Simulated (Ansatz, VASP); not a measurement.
**Two plane-wave programs on BaH2**

```xyz
12
Lattice="6.7920 0.0000 0.0000 0.0000 4.1680 0.0000 0.0000 0.0000 7.8580" Properties=species:S:1:pos:R:3 pbc="T T T"
Ba    5.0241    3.1260    0.8751
Ba    5.1639    1.0420    4.8041
Ba    1.6281    3.1260    3.0539
Ba    1.7679    1.0420    6.9829
H     2.4044    3.1260    0.6797
H     0.9916    1.0420    4.6087
H     5.8004    3.1260    3.2493
H     4.3876    1.0420    7.1783
H     6.4999    3.1260    6.4907
H     3.6881    1.0420    2.5617
H     3.1039    3.1260    5.2963
H     0.2921    1.0420    1.3673
```

Alike in both runs: task single point; functional PBEsol; k mesh 4 × 7 × 4; occupations fermi-dirac, width 0.05 eV; no spin polarisation.

|  | VASP | Ansatz |
| --- | --- | --- |
| version | VASP 6.6.1 | Ansatz 0.2.0 |
| potentials or method | VASP PAW PBE potentials, release 64 (Ba_sv, H) | Ansatz PAW |
| plane-wave cutoff (eV) | 520 | 420 |
| valence electrons in the cell | 48 | 48 |

|  | VASP | Ansatz | Ansatz less VASP |
| --- | --- | --- | --- |
| gap on the k mesh at the Fermi level (eV) | 2.77 | 2.79 | +0.015 |
| least direct gap on the mesh (eV) | 3.23 | 3.27 | +0.042 |
| pressure (GPa) | -0.9 | -1.4 | -0.43 |
| traceless stress, the component that is largest in VASP (GPa) | -0.81 | -0.74 | +0.070 |
| rms of the force components (eV/Å) | 0.133 | 0.127 | -0.0053 |

VASP's potentials were made for PBE, not for PBEsol. Atom by atom the forces differ by 0.007 eV/Å (rms over components). The functional is the same, so the differences come from potentials, cutoffs and numerics.

Spin-orbit coupling is off throughout. Noted on Ansatz's run: odd divisions of the mesh miss points on the zone boundary, where band edges often lie, so the gap on the mesh can be too wide.
